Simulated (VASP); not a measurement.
# Ge (I4_1/amd) in VASP: vibrations by perturbation theory with PBEsol

Aim: the vibrations by perturbation theory of Ge with PBEsol.

All numbers are computed with VASP 6.6.1; they aren't measurements. Logs are shortened: lines on timing, memory, paths and dates and some standing lists are left out, and cuts for length are marked.

### Step 1. The cell of the first run

Symmetry: I4_1/amd, No. 141, tetragonal system. The conventional cell has a = 4.952 Å, b = 4.952 Å, c = 2.712 Å, α = 90.00°, β = 90.00°, γ = 90.00°. Ge (site symmetry -4m2) has 10 Ge at 2.57 to 3.20 Å within 3.4 Å.

### Step 2. Vibrations by perturbation theory, PBEsol

Contents of INCAR:

```
  PREC = Accurate
  ENCUT = 520
  EDIFF = 1E-8
  ISMEAR = -1
  SIGMA = 0.1
  LREAL = F
  LASPH = T
  NELM = 100
  ALGO = Normal
  ISIF = 2
  LWAVE = F
  LCHARG = F
  GGA = PS
  IBRION = 8
  NSW = 1
```

Contents of KPOINTS:

```
Automatic mesh
0
Gamma
  18 18 18
```

Contents of POSCAR:

```
Ge
1.0
   -2.4758313386      2.4758313386      1.3560172859
    2.4758313386     -2.4758313386      1.3560172859
    2.4758313386      2.4758313386     -1.3560172859
Ge
2
Direct
    0.2500000000      0.7500000000      0.5000000000
    0.5000000000      0.5000000000      0.0000000000
```

Potentials or basis: VASP PAW PBE potentials, release 64 (Ge_d).

The run is started by

```console
> cat potpaw_PBE.64/Ge_d/POTCAR > POTCAR
> mpirun -np 1 vasp_std > vasp.out
```

OUTCAR:

```text
PREC = Accurate
   ENCUT = 520
   EDIFF = 1E-8
   ISMEAR = -1
   LREAL = F
   LASPH = T
   NELM = 100
   ISIF = 2
   GGA = PS
   IBRION = 8
   NSW = 1

 ion  position               nearest neighbor table
   1  0.250  0.750  0.500-   2 2.57   2 2.57   2 2.57   2 2.57
   2  0.500  0.500  0.000-   1 2.57   1 2.57   1 2.57   1 2.57

  LATTYP: Found a body centered tetragonal cell.
 ALAT       =     4.9516626772
 C/A-ratio  =     0.5477018021

  Lattice vectors:

 A1 = (  -2.4758313386,   2.4758313386,   1.3560172859)
 A2 = (   2.4758313386,  -2.4758313386,   1.3560172859)
 A3 = (   2.4758313386,   2.4758313386,  -1.3560172859)

Analysis of symmetry for initial positions (statically):
=====================================================================
 Subroutine PRICEL returns:
 Original cell was already a primitive cell.

 Routine SETGRP: Setting up the symmetry group for a
 body centered tetragonal supercell.

 Subroutine GETGRP returns: Found 16 space group operations
 (whereof  8 operations were pure point group operations)
 out of a pool of 16 trial point group operations.

The static configuration has the point symmetry D_2d.
 The point group associated with its full space group is D_4h.

Analysis of symmetry for dynamics (positions and initial velocities):
=====================================================================
 Subroutine PRICEL returns:
 Original cell was already a primitive cell.

 Routine SETGRP: Setting up the symmetry group for a
 body centered tetragonal supercell.

 Subroutine GETGRP returns: Found 16 space group operations
 (whereof  8 operations were pure point group operations)
 out of a pool of 16 trial point group operations.

The dynamic configuration has the point symmetry D_2d.
 The point group associated with its full space group is D_4h.

 Subroutine INISYM returns: Found 16 space group operations
 (whereof  8 operations are pure point group operations),
 and found     1 'primitive' translations

----------------------------------------------------------------------------------------

                                     Primitive cell

  volume of cell :      33.2481

  direct lattice vectors                    reciprocal lattice vectors
    -2.475831339  2.475831339  1.356017286     0.000000000  0.201952367  0.368726863
     2.475831339 -2.475831339  1.356017286     0.201952367  0.000000000  0.368726863
     2.475831339  2.475831339 -1.356017286     0.201952367  0.201952367  0.000000000

  length of vectors
     3.754765574  3.754765574  3.754765574     0.420409631  0.420409631  0.285603777

  position of ions in fractional coordinates (direct lattice)
     0.250000000  0.750000000  0.500000000
     0.500000000  0.500000000  0.000000000

  ion indices of the primitive-cell ions
   primitive index   ion index
                 1           1
                 2           2

----------------------------------------------------------------------------------------

 KPOINTS: Automatic mesh

Automatic generation of k-mesh.
 Grid dimensions read from file:
 generate k-points for:   18   18   18

 Generating k-lattice:

  Cartesian coordinates                     Fractional coordinates (reciprocal lattice)
     0.000000000  0.011219576  0.020484826     0.055555556 -0.000000000  0.000000000
     0.011219576  0.000000000  0.020484826    -0.000000000  0.055555556  0.000000000
     0.011219576  0.011219576  0.000000000     0.000000000  0.000000000  0.055555556

  Length of vectors
     0.023356091  0.023356091  0.015866876

  Shift w.r.t. Gamma in fractional coordinates (k-lattice)
     0.000000000  0.000000000  0.000000000

[... 78 lines left out ...]
   IVDW    =     0    specifies the selected vdW correction
   LEPSILON=     F    determine dielectric tensor
   LRPA    =     F    only Hartree local field effects (RPA)
 non-spin polarized calculation
  energy-cutoff  :      520.00
  volume of cell :       33.25
 maximum number of plane-waves:       914
   NGX = 13   NGY = 13   NGZ = 13

--------------------------------------- Ionic step        1  -------------------------------------------

 number of electron      27.9999991 magnetization

 Free energy of the ion-electron system (eV)
  ---------------------------------------------------
  ext. energy  EPLUGINS =         0.00000000
  ---------------------------------------------------
  free energy    TOTEN  =        -9.45107972 eV

  energy without entropy =       -9.42842322  energy(sigma->0) =       -9.43975147

 E-fermi :   7.9322     XC(G=0): -12.0297

 val. band max:        7.9067344748   @ k =  -0.3333  -0.4444   0.1111
 cond. band min:       7.9326468586   @ k =   0.1111   0.1111   0.0556
 fundamental gap:      0.0259123838
 Fermi energy:         7.9322187907

 k-point     1 :       0.0000    0.0000    0.0000
  band No.  band energies     occupation
      1     -16.8883      2.00000
      2     -16.8147      2.00000
      3     -16.7923      2.00000
      4     -16.7754      2.00000
      5     -16.6359      2.00000
      6     -16.6359      2.00000
[... 481 lines left out ...]
      5     -16.6660      2.00000
      6     -16.6455      2.00000
[... 10 lines left out ...]
     17      13.0024      0.00000
     18      14.1286      0.00000

 [... further k-points ...]

------------------------ aborting loop because EDIFF is reached ----------------------------------------

  FORCE on cell =-STRESS in cart. coord.  units (eV):
  Direction    XX          YY          ZZ          XY          YZ          ZX
  --------------------------------------------------------------------------------------
  -------------------------------------------------------------------------------------
  Total        2.0371559      2.0371559      2.0526512      0.0000000      0.0000000      0.0000000
  in kB       98.1674507     98.1674507     98.9141472      0.0000000      0.0000000      0.0000000
  external PRESSURE =      98.4163496 kB  Pullay stress =       0.0000000 kB

 VOLUME and BASIS-vectors are now :
 -----------------------------------------------------------------------------
  energy-cutoff  :      520.00
  volume of cell :       33.25
      direct lattice vectors                 reciprocal lattice vectors
    -2.475831339  2.475831339  1.356017286     0.000000000  0.201952367  0.368726863
     2.475831339 -2.475831339  1.356017286     0.201952367  0.000000000  0.368726863
     2.475831339  2.475831339 -1.356017286     0.201952367  0.201952367  0.000000000

 POSITION                                       TOTAL-FORCE (eV/Angst)
 -----------------------------------------------------------------------------------
      2.47583      0.00000      0.67801        -0.000000      0.000000      0.000000
      0.00000      0.00000      1.35602         0.000000     -0.000000     -0.000000
 -----------------------------------------------------------------------------------
    total drift:                                0.000000     -0.000000      0.000000

  FREE ENERGIE OF THE ION-ELECTRON SYSTEM (eV)
  ---------------------------------------------------
  free  energy   TOTEN  =        -9.4510797235 eV

  energy  without entropy=       -9.4284232244  energy(sigma->0) =       -9.43975147

[... ionic steps 2 to 3 ...]

--------------------------------------- Ionic step        4  -------------------------------------------

------------------------ aborting loop because EDIFF is reached ----------------------------------------

[... ionic steps 5 to 5 ...]

--------------------------------------- Ionic step        6  -------------------------------------------

 Free energy of the ion-electron system (eV)
  ---------------------------------------------------
  ---------------------------------------------------
  free energy    TOTEN  =        -0.18181005 eV

  energy without entropy =       -0.18181005

------------------------ aborting loop because EDIFF is reached ----------------------------------------

 INTERNAL STRAIN TENSOR  FOR ION    1  DIRECTION 3   (eV/Angst):
 -----------------------------------------------------------------------------
     3.66892  0.00000  0.00000
     0.00000 -3.67354  0.00000
     0.00000  0.00000 -0.00144

 INTERNAL STRAIN TENSOR FOR ION    2 for displacements in x,y,z  (eV/Angst):
          X           Y           Z          XY          YZ          ZX
  --------------------------------------------------------------------------------
  x     0.00000     0.00000     0.00000     0.00000     0.00000    -2.11690
  y     0.00000     0.00000     0.00000     0.00000     1.98785     0.00000
  z    -3.67123     3.67123     0.00000     0.00000     0.00000     0.00000

 SECOND DERIVATIVES (NOT SYMMETRIZED)
 ------------------------------------
               1X          1Y          1Z          2X          2Y          2Z
  1X    -6.295234    0.000000    0.000000    6.295234    0.000000    0.000000
  1Y     0.000000   -6.295234    0.000000    0.000000    6.295234    0.000000
  1Z     0.000000    0.000000   -0.867893    0.000000    0.000000    0.867893
  2X     6.295234    0.000000    0.000000   -6.295234    0.000000    0.000000
  2Y     0.000000    6.295234    0.000000    0.000000   -6.295234    0.000000
  2Z     0.000000    0.000000    0.867893    0.000000    0.000000   -0.867893

 Eigenvectors and eigenvalues of the dynamical matrix
 ----------------------------------------------------

   1 f  =    6.509887 THz    40.902825 2PiTHz  217.146448 cm-1    26.922716 meV
             X         Y         Z           dx          dy          dz
      2.475831  0.000000  0.678009     0.000000   -0.707107    0.000000
      0.000000  0.000000  1.356017     0.000000    0.707107    0.000000
[... 16 lines left out ...]
   5 f  =    0.000000 THz     0.000000 2PiTHz    0.000000 cm-1     0.000000 meV
             X         Y         Z           dx          dy          dz
      2.475831  0.000000  0.678009     0.000000    0.707107    0.000000
      0.000000  0.000000  1.356017     0.000000    0.707107    0.000000

   6 f/i=    0.000000 THz     0.000000 2PiTHz    0.000000 cm-1     0.000000 meV
             X         Y         Z           dx          dy          dz
      2.475831  0.000000  0.678009     0.000000    0.000000    0.707107
      0.000000  0.000000  1.356017     0.000000    0.000000    0.707107

--------------------------------------------------------------------------------------------------------

 ELASTIC MODULI CONTR FROM IONIC RELAXATION (kBar)
 Direction    XX          YY          ZZ          XY          YZ          ZX
 --------------------------------------------------------------------------------
 XX        -748.3419    748.3419      0.0000      0.0000     -0.0000      0.0000
 YY         748.3419   -748.3419      0.0000      0.0000      0.0000     -0.0000
 ZZ           0.0000      0.0000      0.0000      0.0000      0.0000      0.0000
 XY           0.0000      0.0000      0.0000      0.0000      0.0000      0.0000
 YZ          -0.0000      0.0000      0.0000      0.0000    -30.2481      0.0000
 ZX           0.0000     -0.0000      0.0000      0.0000      0.0000    -34.3029
 --------------------------------------------------------------------------------
```

Wall time 29 min (1 thread of AMD EPYC 9R45 (Zen 5), shared host); peak memory 1.6 GiB.

Results:

```
Highest phonon frequency at Γ : 217 cm⁻¹
```

Phonon frequencies in cm⁻¹ (negative: imaginary):
```csv
q point,frequencies
"(0.000, 0.000, 0.000)",0 0 0 81 217 217
```

Caveat: the cell wasn't relaxed at this level first, which shifts response properties; the PAW data sets were made with another functional, which shifts forces and pressure a little.
